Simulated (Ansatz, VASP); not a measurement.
Ag4Sn: VASP beside Ansatz

```
Ag Sn
1.0
     4.99418    0.00000    0.00000
     0.00000    4.99418    0.00000
     0.00000    0.00000    4.99418
Ag Sn
4 1
Direct
  0.50000 0.00000 0.00000
  0.00000 0.50000 0.00000
  0.00000 0.00000 0.50000
  0.50000 0.50000 0.50000
  0.00000 0.00000 0.00000
```

Alike in both runs: task relaxation of cell and atoms; functional PBE; k mesh 4 × 4 × 4; occupations gaussian, width 0.1 eV; no spin polarisation.

```csv
,VASP,Ansatz
version,VASP 6.6.1,Ansatz 0.2.0
potentials or method,"VASP PAW PBE potentials, release 64 (Ag, Sn_d), cutoff 600 eV","scalar-relativistic, plane waves, PAW"
valence electrons in the cell,58,90
```

Ansatz gave:

| Quantity | Value |
| --- | --- |
| gap on the k mesh at the Fermi level, each at its own relaxed structure (eV) | none |
| relaxed volume (Å³/atom) | 27.95 |
| relaxed length of the cell vector where the two differ most in proportion (Å) | 5.189 |

**Question.** Which values does VASP return?

**Answer.** gap on the k mesh at the Fermi level, each at its own relaxed structure (eV): none; relaxed volume (Å³/atom): 28.00; relaxed length of the cell vector where the two differ most in proportion (Å): 5.192.

A gap of «none» marks a metal or a gap that the smearing closes. VASP's potentials hold 58 valence electrons a cell and Ansatz's 90, so a difference there can come from the potentials and not from the codes.
